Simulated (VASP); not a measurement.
Here is a VASP 6.6.1 calculation.

INCAR

```
SYSTEM = Zn2CdO3
  PREC = Accurate
  ENCUT = 700
  EDIFF = 1E-6
  ISMEAR = 0
  SIGMA = 0.1
  LREAL = .FALSE.
  LASPH = .TRUE.
  NELM = 120
  ALGO = Normal
  ISIF = 2
  LWAVE = .FALSE.
  LCHARG = .TRUE.
  GGA = PE
  LELF = .TRUE.
  LVHAR = .TRUE.
  NBANDS = 40
  GGA_COMPAT = .FALSE.
```

File KPOINTS:

```
regular mesh
0
G
  12 12 14
  0 0 0
```

File POSCAR:

```
Zn2CdO3
1.0
    5.4805033250      0.0000000000      0.0000000000
   -2.7402516625      4.7462551050      0.0000000000
    0.0000000000      0.0000000000      2.7893973575
Zn Cd O
2 1 3
Direct
    0.6666666667      0.3333333333      0.0000000000
    0.3333333333      0.6666666667      0.0000000000
    0.0000000000      0.0000000000      0.0000000000
    0.5000000000      0.0000000000      0.5000000000
    0.0000000000      0.5000000000      0.5000000000
    0.5000000000      0.5000000000      0.5000000000
```

Potentials or basis: VASP PAW PBE potentials, release 64 (Zn, Cd_sv_GW, O).

Launch:

```bash
$ cat potpaw_PBE.64/Zn/POTCAR potpaw_PBE.64/Cd_sv_GW/POTCAR potpaw_PBE.64/O/POTCAR > POTCAR
$ mpirun -np 1 vasp_std > vasp.out
```

Task: Estimate the pressure.

Result: 0.4 GPa.

Task: Estimate the band gap on the k mesh.

Result: Zero (bands 31 and 32 overlap by 0.75 eV).

Stress tensor (GPa, compression positive):
```
0.29 0.00 0.00
0.00 0.29 0.00
0.00 0.00 0.59
```

Caveat: semilocal functionals underestimate gaps, and a narrow one can read as zero.
